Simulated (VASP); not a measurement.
Set up this calculation in VASP 6.6.1, as the native input.

```yaml
Task: single point
Functional: revPBE
Potentials_or_basis: VASP PAW PBE potentials, release 64 (Au)
Cutoff: 520 eV
k_mesh: 11 × 11 × 11
Occupations: fermi-dirac, width 0.05 eV
Spin: no spin polarisation
Dipole_correction: no
Further_INCAR_settings: ALGO = Normal; EDIFF = 1e-07; NBANDS = 12
```

The structure of Au lies in POSCAR:

```
Au
1.0
   -1.6652747095      1.6652747095      1.6652747095
    1.6652747095     -1.6652747095      1.6652747095
    1.6652747095      1.6652747095     -1.6652747095
Au
1
Direct
    0.0000000000      0.0000000000      0.0000000000
```

These files were run (other wordings do the same):

INCAR

```
PREC     = Accurate       # precision mode
ENCUT    = 520            # plane-wave cutoff, eV
EDIFF    = 1E-7           # SCF threshold, eV
ISMEAR   = -1             # smearing method
SIGMA    = 0.05           # smearing width, eV
LREAL    = False          # projectors in reciprocal space
LASPH    = True           # aspherical terms in the spheres
NELM     = 80             # most SCF steps
ALGO     = Normal         # electronic algorithm
ISIF     = 2              # what is computed and relaxed
LWAVE    = False          # write WAVECAR
LCHARG   = False          # write CHGCAR
GGA      = RE             # functional
NBANDS   = 12             # bands
```

KPOINTS

```
regular mesh
0
Gamma
  11 11 11
```

Potentials or basis: VASP PAW PBE potentials, release 64 (Au).

Run with:

```sh
$ cat potpaw_PBE.64/Au/POTCAR > POTCAR
$ mpirun -np 1 vasp_std > vasp.out
```

It gave:

| Item | Value |
| --- | --- |
| Pressure | -0.2 GPa |

Caveat: the PAW data sets were made with another functional, which shifts forces and pressure a little.

It took 17 s on 1 thread of Intel Xeon 8259CL, on a shared host, peak memory 0.15 GiB.
